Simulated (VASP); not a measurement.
# Al (I4/mmm) in VASP: further runs, part 2 of 2

VASP 6.6.1. Earlier steps stand in the parts before.

### 3 Single point, PBE+D3(BJ) (strain +0.0600 x Voigt [0, 0, 1, 0, 0, 0])

File INCAR:

```
SYSTEM = Al
PREC     = Accurate       ! precision mode
ENCUT    = 520            ! plane-wave cutoff, eV
EDIFF    = 1E-6           ! SCF threshold, eV
ISMEAR   = 0              ! smearing method
SIGMA    = 0.15           ! smearing width, eV
LREAL    = .FALSE.        ! projectors in reciprocal space
LASPH    = .TRUE.         ! aspherical terms in the spheres
NELM     = 80             ! most SCF steps
ALGO     = Normal         ! electronic algorithm
ISIF     = 2              ! what is computed and relaxed
LWAVE    = .FALSE.        ! write WAVECAR
LCHARG   = .FALSE.        ! write CHGCAR
GGA      = PE             ! functional
IVDW     = 12             ! dispersion correction
NBANDS   = 8              ! bands
```

File KPOINTS:

```
Automatic mesh
0
G
  20 20 20
  0 0 0
```

File POSCAR:

```
Al
1.0
    0.0000000000      2.0239800000      2.1454188000
    2.0239800000      0.0000000000      2.1454188000
    2.0239800000      2.0239800000      0.0000000000
Al
1
Direct
    0.0000000000      0.0000000000      0.0000000000
```

Potentials or basis: VASP PAW PBE potentials, release 64 (Al).

Run with:

```sh
cat potpaw_PBE.64/Al/POTCAR > POTCAR
mpirun -np 1 vasp_std > vasp.out
```

OUTCAR:

```text
SYSTEM = Al
   PREC = Accurate
   ENCUT = 520
   EDIFF = 1E-6
   ISMEAR = 0
   LREAL = .FALSE.
   LASPH = .TRUE.
   NELM = 80
   ISIF = 2
   GGA = PE
   IVDW = 12
 IVDW          = 12

 ion  position               nearest neighbor table
   1  0.000  0.000  0.000-

  LATTYP: Found a body centered tetragonal cell.
 ALAT       =     2.8623399660
 C/A-ratio  =     1.4990663761

  Lattice vectors:

 A1 = (  -2.0239800000,   0.0000000000,   2.1454188000)
 A2 = (   2.0239800000,   0.0000000000,   2.1454188000)
 A3 = (   0.0000000000,   2.0239800000,  -2.1454188000)

Analysis of symmetry for initial positions (statically):
=====================================================================
 Subroutine PRICEL returns:
 Original cell was already a primitive cell.

 Routine SETGRP: Setting up the symmetry group for a
 body centered tetragonal supercell.

 Subroutine GETGRP returns: Found 16 space group operations
 (whereof 16 operations were pure point group operations)
 out of a pool of 16 trial point group operations.

The static configuration has the point symmetry D_4h.

Analysis of symmetry for dynamics (positions and initial velocities):
=====================================================================
 Subroutine PRICEL returns:
 Original cell was already a primitive cell.

 Routine SETGRP: Setting up the symmetry group for a
 body centered tetragonal supercell.

 Subroutine GETGRP returns: Found 16 space group operations
 (whereof 16 operations were pure point group operations)
 out of a pool of 16 trial point group operations.

The dynamic configuration has the point symmetry D_4h.

 Subroutine INISYM returns: Found 16 space group operations
 (whereof 16 operations are pure point group operations),
 and found     1 'primitive' translations

----------------------------------------------------------------------------------------

                                     Primitive cell
[... 111 lines left out ...]
  Fermi-wavevector in a.u.,A,eV,Ry     =   0.908093  1.716047 11.219816  0.824633
  Thomas-Fermi vector in A             =   2.031978
   LORBIT       =      0    0 simple, 1 ext, 2 COOP (PROOUT), +10 PAW based schemes
   GGA     = PE    functional components
   LHFCALC =     F    Hartree Fock is set to
   AEXX    =    0.0000 exact exchange contribution
   IVDW    =    12    specifies the selected vdW correction
   LEPSILON=     F    determine dielectric tensor
   LRPA    =     F    only Hartree local field effects (RPA)
 non-spin polarized calculation
 Gauss-broadening in eV      SIGMA  =   0.15
  energy-cutoff  :      520.00
  volume of cell :       17.58
 maximum number of plane-waves:       494
 NGX is ok and might be reduce to    24
   NGX = 11   NGY = 11   NGZ = 11

 number of electron       3.0000000 magnetization

 Free energy of the ion-electron system (eV)
  ---------------------------------------------------
  ext. energy  EPLUGINS =         0.00000000
  ---------------------------------------------------
  free energy    TOTEN  =        -3.72762339 eV

  energy without entropy =       -3.72282031  energy(sigma->0) =       -3.72522185

 E-fermi :   7.3505     XC(G=0):  -9.9698

 val. band max:        7.3502153312   @ k =  -0.3000   0.1000   0.0500
 cond. band min:       7.3520935631   @ k =  -0.4000   0.3500   0.0500
 fundamental gap:      0.0018782320
 Fermi energy:         7.3504612134

 k-point     1 :       0.0000    0.0000    0.0000
  band No.  band energies     occupation
      1      -3.3487      2.00000
      2      19.2517      0.00000
      3      19.8799      0.00000
      4      19.8799      0.00000
      5      20.6265      0.00000
      6      20.6265      0.00000
      7      20.7600      0.00000
      8      23.4211      0.00000
[... 243 lines left out ...]
 k-point    24 :      -0.3500    0.0500    0.0000
  band No.  band energies     occupation
      1       0.2236      2.00000
      2       6.7636      2.00000
      3      15.5447      0.00000
      4      19.1435      0.00000
      5      19.6978      0.00000
      6      19.9023      0.00000
      7      21.9754      0.00000
      8      23.6022      0.00000

 [... further k-points ...]

------------------------ aborting loop because EDIFF is reached ----------------------------------------

 Edisp (eV)   -0.31495

 E8    (eV) :    -0.1407

  FORCE on cell =-STRESS in cart. coord.  units (eV):
  Direction    XX          YY          ZZ          XY          YZ          ZX
  --------------------------------------------------------------------------------------
  -------------------------------------------------------------------------------------
  Total      -0.69653    -0.69653    -0.94396     0.00000     0.00000     0.00000
  in kB     -63.48872   -63.48872   -86.04151     0.00000     0.00000     0.00000
  external pressure =      -71.01 kB  Pullay stress =        0.00 kB

 VOLUME and BASIS-vectors are now :
 -----------------------------------------------------------------------------
  energy-cutoff  :      520.00
  volume of cell :       17.58
      direct lattice vectors                 reciprocal lattice vectors
     0.000000000  2.023980000  2.145418800    -0.247038014  0.247038014  0.233054730
     2.023980000  0.000000000  2.145418800     0.247038014 -0.247038014  0.233054730
     2.023980000  2.023980000  0.000000000     0.247038014  0.247038014 -0.233054730

 POSITION                                       TOTAL-FORCE (eV/Angst)
 -----------------------------------------------------------------------------------
      0.00000      0.00000      0.00000         0.000000     -0.000000      0.000000
 -----------------------------------------------------------------------------------
    total drift:                                0.000000      0.000000     -0.000000

  FREE ENERGIE OF THE ION-ELECTRON SYSTEM (eV)
  ---------------------------------------------------
  free  energy   TOTEN  =        -4.0425687164 eV

  energy  without entropy=       -4.0377656370  energy(sigma->0) =       -4.04016718
```

OSZICAR:

```text
N       E                     dE             d eps       ncg     rms          rms(c)
DAV:   1    -0.234523825373E+01   -0.23452E+01   -0.85360E+02 10272   0.202E+02
DAV:   2    -0.374152072152E+01   -0.13963E+01   -0.13527E+01 14264   0.182E+01
DAV:   3    -0.374906412094E+01   -0.75434E-02   -0.75380E-02 13296   0.149E+00
DAV:   4    -0.374908427685E+01   -0.20156E-04   -0.20155E-04 15872   0.689E-02
DAV:   5    -0.374908433049E+01   -0.53636E-07   -0.53982E-07 13448   0.207E-03    0.120E+00
DAV:   6    -0.373665455835E+01    0.12430E-01   -0.19787E-03 13168   0.210E-01    0.700E-01
DAV:   7    -0.372763203318E+01    0.90225E-02   -0.58501E-03 12912   0.339E-01    0.137E-01
DAV:   8    -0.372762513876E+01    0.68944E-05   -0.15555E-05 14984   0.282E-02    0.697E-03
DAV:   9    -0.372762384441E+01    0.12944E-05   -0.92312E-07 14240   0.405E-03    0.794E-04
DAV:  10    -0.372762339080E+01    0.45361E-06   -0.47330E-09  9112   0.464E-04
   1 F= -.40425687E+01 E0= -.40401672E+01  d E =-.480308E-02
```

Wall time 55 s (1 thread of Intel Xeon 6975P-C, shared host); peak memory 0.2 GiB.

Results:

```
Free energy                : -4.0426 eV
Pressure                   : -7.1 GPa
Dispersion energy per atom : -0.315 eV
```

Stress tensor (GPa, compression positive):
```
-6.35  0.00  0.00
 0.00 -6.35  0.00
 0.00  0.00 -8.60
```

Caveat: the cell differs from its parent crystal (strain +0.0600 x Voigt [0, 0, 1, 0, 0, 0]); pairwise dispersion overbinds metals, which lowers pressure and volume.
